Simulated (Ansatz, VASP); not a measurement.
Hf2Si3: VASP beside Ansatz

```
Hf Si
1.0
     3.73173    0.00000    0.00000
    -1.86587    3.23177    0.00000
     0.00000    0.00000    7.60522
Hf Si
2 3
Direct
  0.33333 0.66667 0.80402
  0.66667 0.33333 0.19598
  0.00000 0.00000 0.00000
  0.33333 0.66667 0.42781
  0.66667 0.33333 0.57219
```

Change from the starting cell: species swapped into the Mg3Sb2 type (P-3m1, No. 164).

Alike in both runs: functional PBE; k mesh 6 × 6 × 4; occupations gaussian, width 0.1 eV; no spin polarisation.

Ansatz relaxed the structure, and its values are those at the end. VASP's run is a single point on that final structure, the one shown.

```csv
,VASP,Ansatz
version,VASP 6.6.1,Ansatz 0.2.0
potentials or method,"VASP PAW PBE potentials, release 64 (Hf_pv, Si), cutoff 520 eV","scalar-relativistic, plane waves, PAW"
valence electrons in the cell,32,64
```

|  | VASP | Ansatz | Ansatz less VASP |
| --- | --- | --- | --- |
| gap on the k mesh at the Fermi level (eV) | none | none | - |
| pressure (GPa) | 0.0 | 0.1 | +0.06 |
| rms of the force components (eV/Å) | 0.008 | 0.001 | -0.0075 |

A gap of «none» marks a metal or a gap that the smearing closes. The functional is the same, so the differences come from potentials, cutoffs and numerics. VASP's potentials hold 32 valence electrons a cell and Ansatz's 64, so a difference there can come from the potentials and not from the codes.

Neither program's run includes spin-orbit coupling.
